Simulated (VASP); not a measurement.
# SnTe3 (Fm-3m) in VASP: a series of runs

SnTe3 is run at these levels: r2SCAN, LDA; tasks: single point.

All numbers are computed with VASP 6.6.1; they aren't measurements. Logs are shortened: lines on timing, memory, paths and dates and some standing lists are left out, and cuts for length are marked.

## (1) The cell of the first run

The structure is cubic, space group Fm-3m (No. 225). Conventional cell: a = 7.874 Å, b = 7.874 Å, c = 7.874 Å, α = 90.00°, β = 90.00°, γ = 90.00°. Within 4.5 Å of Te (site symmetry m-3m) lie 8 Te at 3.41 Å and 6 Sn at 3.94 Å. Within 4.5 Å of Te (site symmetry -43m) lie 10 Te at 3.41 to 3.94 Å and 4 Sn at 3.41 Å. Sn (site symmetry m-3m) has 14 Te at 3.41 to 3.94 Å within 4.5 Å.

## (2) Single point, r2SCAN

The input, POSCAR:

```
SnTe3
1.0
    0.0000000000      3.9369484026      3.9369484026
    3.9369484026      0.0000000000      3.9369484026
    3.9369484026      3.9369484026      0.0000000000
Te Sn
3 1
Direct
    0.5000000000      0.5000000000      0.5000000000
    0.7500000000      0.7500000000      0.7500000000
    0.2500000000      0.2500000000      0.2500000000
    0.0000000000      0.0000000000      0.0000000000
```

The input, INCAR.step1:

```
SYSTEM = SnTe3
ALGO = Normal
EDIFF = 1E-4
ENCUT = 520
GGA = PE
ISMEAR = -1
LASPH = .True.
LCHARG = .False.
LREAL = .False.
LWAVE = .True.
NBANDS = 24
NELM = 60
PREC = Accurate
SIGMA = 0.05
```

The input, INCAR.step2:

```
SYSTEM = SnTe3
ALGO = Normal
EDIFF = 1E-7
ENCUT = 520
ISIF = 2
ISMEAR = -1
ISTART = 1
LASPH = .True.
LCHARG = .True.
LELF = .True.
LMIXTAU = .True.
LREAL = .False.
LVHAR = .True.
LWAVE = .False.
METAGGA = R2SCAN
NBANDS = 24
NELM = 60
PREC = Accurate
SIGMA = 0.05
```

The input, KPOINTS:

```
k-points
0
Gamma
  6 6 6
  0 0 0
```

Potentials or basis: VASP PAW PBE potentials, release 64 (Te, Sn_d).

On the command line:

```sh
$ cat potpaw_PBE.64/Te/POTCAR potpaw_PBE.64/Sn_d/POTCAR > POTCAR
$ cp INCAR.step1 INCAR
$ mpirun -np 1 vasp_std > vasp.out
$ cp INCAR.step2 INCAR
$ mpirun -np 1 vasp_std > vasp.out
```

OUTCAR:

```text
SYSTEM = SnTe3
   EDIFF = 1E-7
   ENCUT = 520
   ISIF = 2
   ISMEAR = -1
   ISTART = 1
   LASPH = .True.
   LREAL = .False.
   METAGGA = R2SCAN
   NELM = 60
   PREC = Accurate

 ion  position               nearest neighbor table
   1  0.500  0.500  0.500-   3 3.41   3 3.41   3 3.41   2 3.41   2 3.41   2 3.41   3 3.41   2 3.41

   2  0.750  0.750  0.750-   1 3.41   1 3.41   1 3.41   4 3.41   4 3.41   4 3.41   4 3.41   1 3.41

   3  0.250  0.250  0.250-   4 3.41   4 3.41   4 3.41   1 3.41   1 3.41   1 3.41   4 3.41   1 3.41

   4  0.000  0.000  0.000-   2 3.41   2 3.41   2 3.41   3 3.41   3 3.41   3 3.41   3 3.41   2 3.41

  LATTYP: Found a face centered cubic cell.
 ALAT       =     7.8738968052

  Lattice vectors:

 A1 = (   0.0000000000,   3.9369484026,   3.9369484026)
 A2 = (   3.9369484026,   0.0000000000,   3.9369484026)
 A3 = (   3.9369484026,   3.9369484026,   0.0000000000)

Analysis of symmetry for initial positions (statically):
=====================================================================
 Subroutine PRICEL returns:
 Original cell was already a primitive cell.

 Routine SETGRP: Setting up the symmetry group for a
 face centered cubic supercell.

 Subroutine GETGRP returns: Found 48 space group operations
 (whereof 48 operations were pure point group operations)
 out of a pool of 48 trial point group operations.

The static configuration has the point symmetry O_h .

Analysis of symmetry for dynamics (positions and initial velocities):
=====================================================================
 Subroutine PRICEL returns:
 Original cell was already a primitive cell.

 Routine SETGRP: Setting up the symmetry group for a
 face centered cubic supercell.

 Subroutine GETGRP returns: Found 48 space group operations
 (whereof 48 operations were pure point group operations)
 out of a pool of 48 trial point group operations.

The dynamic configuration has the point symmetry O_h .

 Subroutine INISYM returns: Found 48 space group operations
 (whereof 48 operations are pure point group operations),
 and found     1 'primitive' translations

----------------------------------------------------------------------------------------

                                     Primitive cell

  volume of cell :     122.0420

  direct lattice vectors                    reciprocal lattice vectors
     0.000000000  3.936948403  3.936948403    -0.127001918  0.127001918  0.127001918
     3.936948403  0.000000000  3.936948403     0.127001918 -0.127001918  0.127001918
     3.936948403  3.936948403  0.000000000     0.127001918  0.127001918 -0.127001918

  length of vectors
     5.567685825  5.567685825  5.567685825     0.219973775  0.219973775  0.219973775

  position of ions in fractional coordinates (direct lattice)
     0.500000000  0.500000000  0.500000000
     0.750000000  0.750000000  0.750000000
     0.250000000  0.250000000  0.250000000
     0.000000000  0.000000000  0.000000000

  ion indices of the primitive-cell ions
   primitive index   ion index
                 1           1
                 2           2
                 3           3
                 4           4

----------------------------------------------------------------------------------------

 KPOINTS: k-points

Automatic generation of k-mesh.
 Grid dimensions read from file:
 generate k-points for:    6    6    6

 Generating k-lattice:

  Cartesian coordinates                     Fractional coordinates (reciprocal lattice)
    -0.021166986  0.021166986  0.021166986     0.166666667  0.000000000  0.000000000
     0.021166986 -0.021166986  0.021166986     0.000000000  0.166666667  0.000000000
     0.021166986  0.021166986 -0.021166986     0.000000000  0.000000000  0.166666667

  Length of vectors
     0.036662296  0.036662296  0.036662296

  Shift w.r.t. Gamma in fractional coordinates (k-lattice)
     0.000000000  0.000000000  0.000000000

 Subroutine IBZKPT returns following result:
 ===========================================

 Found     16 irreducible k-points:

 Following reciprocal coordinates:
            Coordinates               Weight
  0.000000  0.000000  0.000000      1.000000
  0.166667  0.000000  0.000000      8.000000
  0.333333  0.000000  0.000000      8.000000
  0.500000  0.000000  0.000000      4.000000
  0.166667  0.166667  0.000000      6.000000
  0.333333  0.166667  0.000000     24.000000
[... 8 lines left out ...]
 -0.333333  0.333333  0.166667     24.000000
 -0.333333  0.500000  0.166667     12.000000
   k-points           NKPTS =     16   k-points in BZ     NKDIM =     16   number of bands    NBANDS=     24
   number of dos      NEDOS =    301   number of ions     NIONS =      4
   total plane-waves  NPLWV =  74088
   dimension x,y,z NGX =    42 NGY =   42 NGZ =   42
   dimension x,y,z NGXF=    84 NGYF=   84 NGZF=   84
   ions per type =               3   1
   NGX,Y,Z   is equivalent  to a cutoff of  12.54, 12.54, 12.54 a.u.
   NGXF,Y,Z  is equivalent  to a cutoff of  25.08, 25.08, 25.08 a.u.
 SYSTEM =  SnTe3
   PREC   = accura    normal or accurate (medium, high low for compatibility)
   ISTART =      1    job   : 0-new  1-cont  2-samecut
   ICHARG =      0    charge: 1-file 2-atom 10-const
   ISPIN  =      1    spin polarized calculation?
   LNONCOLLINEAR =      F non collinear calculations
   LSORBIT =      F    spin-orbit coupling
   LASPH  =      T    aspherical Exc in radial PAW
   ENCUT  =  520.0 eV  38.22 Ry    6.18 a.u.  10.35 10.35 10.35*2*pi/ulx,y,z
   NELM   =     60;   NELMIN=  2; NELMDL=  0     # of ELM steps
   EDIFF  = 0.1E-06   stopping-criterion for ELM
   LREAL  =      F    real-space projection
   EDIFFG = 0.1E-05   stopping-criterion for IOM
   NSW    =      0    number of steps for IOM
   IBRION =     -1    ionic relax: 0-MD 1-quasi-New 2-CG
   NFREE  =      0    steps in history (QN), initial steepest desc. (CG)
   ISIF   =      2    stress and relaxation
   ISYM   =      2    0-nonsym 1-usesym 2-fastsym
   POTIM  = 0.5000    time-step for ionic-motion
   TEBEG  =    0.0;   TEEND  =   0.0 temperature during run
   PSTRESS=    0.0 pullay stress
   NELECT =      32.0000    total number of electrons
   NUPDOWN=      -1.0000    fix difference up-down
   EMIN   =  10.00;   EMAX   =-10.00  energy-range for DOS
   EFERMI =   0.00;   METHOD = LEGACY
   ISMEAR =    -1;   SIGMA  =   0.05  broadening in eV -4-tet -1-fermi 0-gaus
   EFERMI_NEDOS =   21; number of points for ismear=-14 and -15
   IALGO  =     38    algorithm
   IMIX   =      4    mixing-type and parameters
     AMIX     =   0.40;   BMIX     =  1.00
     AMIX_MAG =   1.60;   BMIX_MAG =  1.00
  volume/ion in A,a.u.               =      30.51       205.89
  Fermi-wavevector in a.u.,A,eV,Ry     =   1.047824  1.980101 14.938321  1.097936
  Thomas-Fermi vector in A             =   2.182720
   LORBIT       =      0    0 simple, 1 ext, 2 COOP (PROOUT), +10 PAW based schemes
   METAGGA = R2SCAN    functional components
   LHFCALC =     F    Hartree Fock is set to
   AEXX    =    0.0000 exact exchange contribution
   IVDW    =     0    specifies the selected vdW correction
   LEPSILON=     F    determine dielectric tensor
   LRPA    =     F    only Hartree local field effects (RPA)
 non-spin polarized calculation
  energy-cutoff  :      520.00
  volume of cell :      122.04
 maximum number of plane-waves:      3306
 NGX is ok and might be reduce to    42
   NGX = 21   NGY = 21   NGZ = 21

 number of electron      32.0000007 magnetization

 Free energy of the ion-electron system (eV)
  ---------------------------------------------------
  ext. energy  EPLUGINS =         0.00000000
  ---------------------------------------------------
  free energy    TOTEN  =       -99.89112906 eV

  energy without entropy =      -99.86298979  energy(sigma->0) =      -99.87705943

 E-fermi :   6.8377     XC(G=0): -10.2784

 val. band max:        6.8101466274   @ k =   0.3333   0.0000   0.0000
 cond. band min:       6.9413214737   @ k =  -0.1667   0.1667   0.0000
 fundamental gap:      0.1311748463
 Fermi energy:         6.8377303333

 k-point     1 :       0.0000    0.0000    0.0000
  band No.  band energies     occupation
      1     -15.5232      2.00000
      2     -15.5232      2.00000
      3     -15.5232      2.00000
      4     -15.5202      2.00000
      5     -15.5202      2.00000
      6      -6.7328      2.00000
[... 16 lines left out ...]
     23      10.8442      0.00000
     24      17.2773      0.00000

 k-point     2 :       0.1667    0.0000    0.0000
  band No.  band energies     occupation
      1     -15.5234      2.00000
      2     -15.5231      2.00000
      3     -15.5231      2.00000
      4     -15.5202      2.00000
      5     -15.5202      2.00000
      6      -6.5641      2.00000
[... 16 lines left out ...]
     23      11.3169      0.00000
     24      16.5732      0.00000

 k-point     3 :       0.3333    0.0000    0.0000
  band No.  band energies     occupation
      1     -15.5239      2.00000
      2     -15.5228      2.00000
      3     -15.5228      2.00000
      4     -15.5202      2.00000
      5     -15.5202      2.00000
      6      -6.0911      2.00000
[... 16 lines left out ...]
     23      12.9602      0.00000
     24      15.1859      0.00000
[... 298 lines left out ...]
 k-point    15 :      -0.3333    0.3333    0.1667
  band No.  band energies     occupation
      1     -15.5236      2.00000
      2     -15.5233      2.00000
      3     -15.5222      2.00000
      4     -15.5205      2.00000
      5     -15.5201      2.00000
      6      -5.2345      2.00000
[... 16 lines left out ...]
     23      14.0743      0.00000
     24      14.3998      0.00000

 k-point    16 :      -0.3333    0.5000    0.1667
  band No.  band energies     occupation
      1     -15.5243      2.00000
      2     -15.5228      2.00000
      3     -15.5220      2.00000
      4     -15.5206      2.00000
      5     -15.5200      2.00000
      6      -4.9212      2.00000
[... 16 lines left out ...]
     23      13.7821      0.00000
     24      14.0256      0.00000

------------------------ aborting loop because EDIFF is reached ----------------------------------------

  FORCE on cell =-STRESS in cart. coord.  units (eV):
  Direction    XX          YY          ZZ          XY          YZ          ZX
  --------------------------------------------------------------------------------------
  -------------------------------------------------------------------------------------
  Total       -1.9986247     -1.9986247     -1.9986247     -0.0000000      0.0000000      0.0000000
  in kB      -26.2381169    -26.2381169    -26.2381169     -0.0000000      0.0000000      0.0000000
  external PRESSURE =     -26.2381169 kB  Pullay stress =       0.0000000 kB

 VOLUME and BASIS-vectors are now :
 -----------------------------------------------------------------------------
  energy-cutoff  :      520.00
  volume of cell :      122.04
      direct lattice vectors                 reciprocal lattice vectors
     0.000000000  3.936948403  3.936948403    -0.127001918  0.127001918  0.127001918
     3.936948403  0.000000000  3.936948403     0.127001918 -0.127001918  0.127001918
     3.936948403  3.936948403  0.000000000     0.127001918  0.127001918 -0.127001918

 POSITION                                       TOTAL-FORCE (eV/Angst)
 -----------------------------------------------------------------------------------
      3.93695      3.93695      3.93695         0.000000     -0.000000     -0.000000
      5.90542      5.90542      5.90542        -0.000000     -0.000000     -0.000000
      1.96847      1.96847      1.96847         0.000000      0.000000      0.000000
      0.00000      0.00000      0.00000         0.000000     -0.000000     -0.000000
 -----------------------------------------------------------------------------------
    total drift:                               -0.000000      0.000000      0.000000

  FREE ENERGIE OF THE ION-ELECTRON SYSTEM (eV)
  ---------------------------------------------------
  free  energy   TOTEN  =       -99.8911290578 eV

  energy  without entropy=      -99.8629897944  energy(sigma->0) =      -99.87705943
```

Wall time 2.1 min (1 thread of Intel Xeon Platinum 8488C (Sapphire Rapids), shared host); peak memory 0.3 GiB.

Results:

| Property | Result |
| --- | --- |
| Free energy | -99.8911 eV |
| Pressure | -2.6 GPa |
| Band gap on the k mesh | zero (band 16 reaches 7.26 eV, above the bottom of band 17 at 5.10 eV) |

Levels at points of the mesh, in eV from the Fermi level:
```
           k point  band 14  band 15  band 16  band 17  band 18  band 19
(0.00, 0.00, 0.00)    -3.14    -3.14    -1.73    -1.73    -1.73     3.77
(0.50, 0.00, 0.00)    -2.07    -1.89     0.42     0.42     1.17     2.02
(0.50, 0.50, 0.00)    -0.62    -0.62    -0.04     0.15     0.15     2.14
```

Caveat: the PAW data sets were made with another functional, which shifts forces and pressure a little; spin-orbit coupling is left out, which moves the levels of the heavy elements.

## (3) Single point, LDA

This run uses another cell than the first one, of 28.78 Å³/atom, 0.943 times its volume.

The input, INCAR:

```
SYSTEM = SnTe3
PREC = Accurate ; ENCUT = 520
EDIFF = 1E-6 ; ISMEAR = -1
SIGMA = 0.05 ; LREAL = .FALSE.
LASPH = .TRUE. ; NELM = 60
ALGO = Normal ; ISIF = 2
LWAVE = .FALSE. ; LCHARG = .FALSE.
GGA = CA ; NBANDS = 24
```

The input, KPOINTS:

```
regular mesh
0
G
  6 6 6
  0 0 0
```

The input, POSCAR:

```
SnTe3
1.0
    0.0000000000      3.8612190000      3.8612190000
    3.8612190000      0.0000000000      3.8612190000
    3.8612190000      3.8612190000      0.0000000000
Te Sn
3 1
Direct
    0.5000000000      0.5000000000      0.5000000000
    0.7500000000      0.7500000000      0.7500000000
    0.2500000000      0.2500000000      0.2500000000
    0.0000000000      0.0000000000      0.0000000000
```

Potentials or basis: VASP PAW LDA potentials, release 64 (Te, Sn_d).

On the command line:

```sh
$ cat potpaw_LDA.64/Te/POTCAR potpaw_LDA.64/Sn_d/POTCAR > POTCAR
$ mpirun -np 1 vasp_std > vasp.out
```

It took 18 s on 1 thread of Intel Xeon 6975P-C (Granite Rapids), shared host; peak memory 0.23 GiB.

Results (log left out):

| Quantity | Value |
| --- | --- |
| Free energy | -15.3648 eV |
| Pressure | -3.8 GPa |
| Band gap on the k mesh | zero (band 16 reaches 7.94 eV, above the bottom of band 17 at 5.72 eV) |

Levels at points of the mesh, in eV from the Fermi level:
```
           k point  band 13  band 14  band 15  band 16  band 17  band 18  band 19  band 20
(0.00, 0.00, 0.00)    -3.26    -3.26    -3.26    -1.82    -1.82    -1.82     3.14     3.14
(0.50, 0.00, 0.00)    -3.39    -2.03    -1.93     0.40     0.40     1.26     1.80     1.80
(0.50, 0.50, 0.00)    -0.97    -0.56    -0.56     0.05     0.18     0.18     2.06     3.25
```

Caveat: spin-orbit coupling is left out, which moves the levels of the heavy elements.

(Part 1 of 2 ends here.)
